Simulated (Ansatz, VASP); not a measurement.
## SnSe: VASP beside Ansatz

```
Sn Se
1.0
     5.10493    0.00000    0.00000
    -2.55246    4.42100    0.00000
     0.00000    0.00000    6.21097
Sn Se
2 2
Cartesian
  0.0000 2.9473 -0.2610
  2.5525 1.4737 2.8445
  0.0000 2.9473 2.5901
  2.5525 1.4737 5.6956
```

Alike in both runs: task single point; functional PBE; k mesh 6 × 6 × 4; no spin polarisation.

|  | VASP | Ansatz |
| --- | --- | --- |
| version | VASP 6.6.1 | Ansatz 0.2.0 |
| potentials or method | VASP PAW PBE potentials, release 64 (Sn_d, Se) | plane waves, PAW |
| plane-wave cutoff (eV) | 520 | 420 |
| occupations | gaussian, width 0.01 eV | fixed |
| valence electrons in the cell | 40 | 60 |

VASP gave:

```
gap on the k mesh at the Fermi level (eV) : 0.82
pressure (GPa)                            : 0.0
rms of the force components (eV/Å)        : 0.005
```

Problem. Which values does Ansatz return?

Solution. gap on the k mesh at the Fermi level (eV): 0.82; pressure (GPa): 0.0; rms of the force components (eV/Å): 0.001.

Atom by atom the forces differ by 0.004 eV/Å (rms over components). VASP's potentials hold 40 valence electrons a cell and Ansatz's 60, so a difference there can come from the potentials and not from the codes.
